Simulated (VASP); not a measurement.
Runs of VASP 6.6.1 on BeAu3. The structure is that of space group Pm-3m (No. 221), or close to it. The cells are those of the table. 

| cell | gap on the mesh (eV) | pressure (GPa) |
| --- | --- | --- |
| a = 4.064 Å, 4 atoms | none | -8.9 |
| a = 4.038 Å, 4 atoms | none | -6.8 |
| a = 3.930 Å, 4 atoms | none | 5.7 |
| a = 4.090 Å, 4 atoms | none | (b) |
| a = 3.985 Å, 4 atoms | none | -1.4 |
| a = 3.957 Å, 4 atoms | none | 1.9 |
| a = 4.012 Å, 4 atoms | none | (a) |

Alike in all rows: task single point; level r2SCAN; potentials or basis VASP PAW PBE potentials, release 64 (Be, Au); no spin polarisation; k mesh 6 × 6 × 6; cutoff (eV) 520; smearing gaussian 0.15 eV.

Q: Estimate the missing entries.

A: (a) -4.3; (b) -10.8.

Caveats: the PAW data sets were made with another functional, which shifts forces and pressure a little; spin-orbit coupling is left out, which moves the levels of the heavy elements.

A k mesh can miss the band edges, and the runs leave out spin-orbit coupling on Au.

A gap of «none» marks levels without a gap at the run's occupations.
